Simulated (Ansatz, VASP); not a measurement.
## Be4H: VASP beside Ansatz

```
Be H
1.0
     2.22179   -0.00031    0.00143
     0.00083    3.82848    0.00271
     1.07170    1.40168    9.75239
Be H
8 2
Cartesian
  1.6291 2.9938 7.0337
  2.7396 1.0487 6.9635
  0.5553 1.5997 0.9384
  1.6666 3.5071 0.8896
  1.6652 2.2360 2.7228
  0.5547 4.1812 2.7930
  2.7390 3.6301 8.8181
  1.6277 1.7227 8.8670
  1.6651 3.5162 3.6409
  1.6293 1.7137 6.1156
```

Change from the starting cell: the structure that the rattled cell fell into.

Alike in both runs: functional PBE; k mesh 16 × 10 × 4; occupations gaussian, width 0.1 eV; no spin polarisation.

Ansatz relaxed the structure, and its values are those at the end. VASP's run is a single point on that final structure, the one shown.

```csv
,VASP,Ansatz
version,VASP 6.6.1,Ansatz 0.2.0
potentials or method,"VASP PAW PBE potentials, release 64 (Be, H), cutoff 520 eV","scalar-relativistic, plane waves, PAW"
valence electrons in the cell,18,18
```

```tsv
	VASP	Ansatz	Ansatz less VASP
gap on the k mesh at the Fermi level (eV)	none	none	-
pressure (GPa)	0.1	0.0	-0.08
```

A gap of «none» marks a metal or a gap that the smearing closes.
